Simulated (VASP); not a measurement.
Here is a VASP 6.6.1 calculation.

POSCAR

```
PbSe
1.0
    0.0000000000      3.1813632861      3.0694827967
    3.1813632861      0.0000000000      3.0694827967
    3.1813632861      3.1813632861      0.0000000000
Pb Se
1 1
Direct
    0.0000000000      0.0000000000      0.0000000000
    0.5000000000      0.5000000000      0.5000000000
```

File INCAR.step1:

```
  PREC = Accurate
  ENCUT = 520
  ISMEAR = 0
  SIGMA = 0.01
  LREAL = F
  LASPH = T
  NELM = 80
  NBANDS = 17
  GGA = PE
  ALGO = Normal
  EDIFF = 1E-4
  LWAVE = T
  LCHARG = F
```

The input INCAR.step2:

```
  PREC = Accurate
  ENCUT = 520
  EDIFF = 1E-7
  ISMEAR = 0
  SIGMA = 0.01
  LREAL = F
  LASPH = T
  NELM = 80
  ALGO = Normal
  ISIF = 2
  LWAVE = F
  LCHARG = F
  METAGGA = R2SCAN
  LMIXTAU = T
  NBANDS = 17
  ISTART = 1
```

The input KPOINTS:

```
regular mesh
0
Gamma
  8 8 8
```

Potentials or basis: VASP PAW PBE potentials, release 64 (Pb_d, Se).

The run is started by

```bash
$ cat potpaw_PBE.64/Pb_d/POTCAR potpaw_PBE.64/Se/POTCAR > POTCAR
$ cp INCAR.step1 INCAR
$ mpirun -np 1 vasp_std > vasp.out
$ cp INCAR.step2 INCAR
$ mpirun -np 1 vasp_std > vasp.out
```

Problem. Predict the band gap on the k mesh.

Solution. 0.79 eV.

Problem. Estimate the pressure.

Solution. -2.3 GPa.

Stress tensor (GPa, compression positive):
```
-3.39  0.00  0.00
 0.00 -3.39  0.00
 0.00  0.00  0.01
```

Caveat: the cell differs from its parent crystal (epitaxial xy strain +3.0%); the PAW data sets were made with another functional, which shifts forces and pressure a little; spin-orbit coupling is left out, which moves the levels of the heavy elements. A k mesh can miss the band edges.
